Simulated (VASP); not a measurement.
**Se: single point with r2SCAN**

The system is Se.

```
CELL_PARAMETERS angstrom
2.83379 0.00000 0.00000
0.00000 2.83379 0.00000
0.00000 0.00000 2.83379
ATOMIC_POSITIONS crystal
Se 0.00000 0.00000 0.00000
```

| Quantity | Value |
| --- | --- |
| Program | VASP 6.6.1 |
| Task | single point |
| Functional | r2SCAN |
| Potentials or basis | VASP PAW PBE potentials, release 64 (Se) |
| Cutoff | 520 eV |
| k mesh | 8 × 8 × 8 |
| Occupations | fermi-dirac, width 0.1 eV |
| Spin | no spin polarisation |
| Dipole correction | no |
| Further INCAR settings | ALGO = Normal; EDIFF = 1e-06; NBANDS = 9 |

| Property | Result |
| --- | --- |
| Pressure | -1.1 GPa |
| Band gap on the k mesh | zero (band 3 reaches 7.32 eV, above the bottom of band 4 at 0.88 eV) |

Levels at points of the mesh, in eV from the Fermi level:
| k point | band 1 | band 2 | band 3 | band 4 | band 5 | band 6 |
| --- | --- | --- | --- | --- | --- | --- |
| (0.00, 0.00, 0.00) | -16.78 | 1.35 | 1.35 | 1.35 | 8.13 | 8.13 |
| (0.50, 0.00, 0.00) | -14.64 | -7.27 | 2.81 | 2.81 | 10.28 | 12.33 |
| (0.50, 0.50, 0.00) | -12.48 | -5.34 | -5.34 | 3.29 | 4.15 | 13.98 |
| (0.50, 0.50, 0.50) | -10.23 | -3.63 | -3.63 | -3.63 | 6.28 | 6.28 |

Wall time 14 s on 1 thread of Intel(R) Xeon(R) Platinum 8488C (Sapphire Rapids) (shared host), peak memory 0.14 GiB.

Caveat: the PAW data sets were made with another functional, which shifts forces and pressure a little.
